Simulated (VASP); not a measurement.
Wanted: the native input for a VASP 6.6.1 run.

```yaml
Task: single point
Functional: PBE
Potentials_or_basis: VASP PAW PBE potentials, release 64 (Ba_sv, B)
Cutoff: 520 eV
k_mesh: 10 × 10 × 10
Occupations: gaussian, width 0.05 eV
Spin: no spin polarisation
Dipole_correction: no
Further_INCAR_settings: ALGO = Normal; EDIFF = 1e-06; NBANDS = 14
```

The structure of BaB lies in POSCAR:

```
BaB
1.0
    0.0000000000      3.1531087256      3.1531087256
    3.1531087256      0.0000000000      3.1531087256
    3.1531087256      3.1531087256      0.0000000000
Ba B
1 1
Direct
    0.5000000000      0.5000000000      0.5000000000
    0.0000000000      0.0000000000      0.0000000000
```

This cell differs from its parent crystal: volume scaled by 1.070.

The input as run:

INCAR

```
  PREC = Accurate
  ENCUT = 520
  EDIFF = 1E-6
  ISMEAR = 0
  SIGMA = 0.05
  LREAL = F
  LASPH = T
  NELM = 80
  ALGO = Normal
  ISIF = 2
  LWAVE = F
  LCHARG = F
  GGA = PE
  NBANDS = 14
```

KPOINTS

```
regular mesh
0
Gamma
  10 10 10
```

Potentials or basis: VASP PAW PBE potentials, release 64 (Ba_sv, B).

Run with:

```sh
$ cat potpaw_PBE.64/Ba_sv/POTCAR potpaw_PBE.64/B/POTCAR > POTCAR
$ mpirun -np 1 vasp_std > vasp.out
```

Results of the run:

The pressure is -1.1 GPa.

It took 40 s on 1 thread of Intel Xeon 6975P-C (shared host), peak memory 0.22 GiB.
